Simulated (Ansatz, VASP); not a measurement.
Co in VASP and in Ansatz

```
Co
1.0
     2.53600    0.00000    0.00000
    -1.26800    2.19624    0.00000
     0.00000    0.00000    4.13600
Co
2
Direct
  0.33333 0.66667 0.25000
  0.66667 0.33333 0.75000
```

Alike in both runs: task single point; functional PBEsol; k mesh 14 × 14 × 8; occupations fermi-dirac, width 0.1 eV; collinear spin.

|  | VASP | Ansatz |
| --- | --- | --- |
| version | VASP 6.6.1 | Ansatz 0.2.0 |
| potentials or method | VASP PAW PBE potentials, release 64 (Co), cutoff 520 eV | PAW, plane waves, scalar-relativistic |
| valence electrons in the cell | 18 | 34 |

Ansatz gave:

| Property | Result |
| --- | --- |
| pressure (GPa) | -19.5 |
| traceless stress, the component that is largest in VASP (GPa) | -1.19 |
| net moment per atom (μB) | 1.67 |
| size of the moment on the site where the two differ most (μB) | 1.74 |

Task: Estimate VASP's values.

Result: Pressure (GPa): -20.0; traceless stress, the component that is largest in VASP (GPa): -1.26; net moment per atom (μB): 1.65; size of the moment on the site where the two differ most (μB): 1.68.

VASP's potentials were made for PBE, not for PBEsol. Site moments also hang on the region over which each program counts them. VASP's potentials hold 18 valence electrons a cell and Ansatz's 34, so a difference there can come from the potentials and not from the codes.
